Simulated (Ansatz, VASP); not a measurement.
**Two plane-wave programs on Si3N4**

```
Si N
1.0
    11.49508    6.63669    0.00000
   -11.49508    6.63669    0.00000
     0.00000    0.00000    2.92614
Si N
18 24
Direct
  0.01870 0.80629 0.75000
  0.35203 0.47296 0.75000
  0.68536 0.13963 0.75000
  0.21240 0.01870 0.25000
  0.54574 0.68536 0.25000
  0.87907 0.35203 0.25000
  0.13963 0.45426 0.25000
  0.47296 0.12093 0.25000
  0.80629 0.78760 0.25000
  0.19371 0.21240 0.75000
  0.52704 0.87907 0.75000
  0.86037 0.54574 0.75000
  0.12093 0.64797 0.75000
  0.45426 0.31464 0.75000
  0.78760 0.98130 0.75000
  0.31464 0.86037 0.25000
  0.64797 0.52704 0.25000
  0.98130 0.19371 0.25000
  0.00000 0.66667 0.75000
  0.33333 0.33333 0.75000
  0.66667 0.00000 0.75000
  0.00000 0.33333 0.25000
  0.33333 0.00000 0.25000
  0.66667 0.66667 0.25000
  0.21306 0.45694 0.75000
  0.54639 0.12360 0.75000
  0.87972 0.79027 0.75000
  0.08945 0.87972 0.25000
  0.42279 0.54639 0.25000
  0.75612 0.21306 0.25000
  0.12360 0.57721 0.25000
  0.45694 0.24388 0.25000
  0.79027 0.91055 0.25000
  0.20973 0.08945 0.75000
  0.54306 0.75612 0.75000
  0.87640 0.42279 0.75000
  0.12028 0.20973 0.25000
  0.45361 0.87640 0.25000
  0.78694 0.54306 0.25000
  0.24388 0.78694 0.75000
  0.57721 0.45361 0.75000
  0.91055 0.12028 0.75000
```

Alike in both runs: task single point; functional PBE; k mesh 1 × 1 × 5; no spin polarisation.

|  | VASP | Ansatz |
| --- | --- | --- |
| version | VASP 6.6.1 | Ansatz 0.2.0 |
| potentials or method | VASP PAW PBE potentials, release 64 (Si, N), cutoff 600 eV | plane-wave PAW DFT |
| occupations | gaussian, width 0.01 eV | fixed |
| valence electrons in the cell | 192 | 192 |

|  | VASP | Ansatz | Ansatz less VASP |
| --- | --- | --- | --- |
| gap on the k mesh at the Fermi level (eV) | 4.25 | 4.26 | +0.009 |

The k mesh is coarse, so the values compare programs but aren't converged.
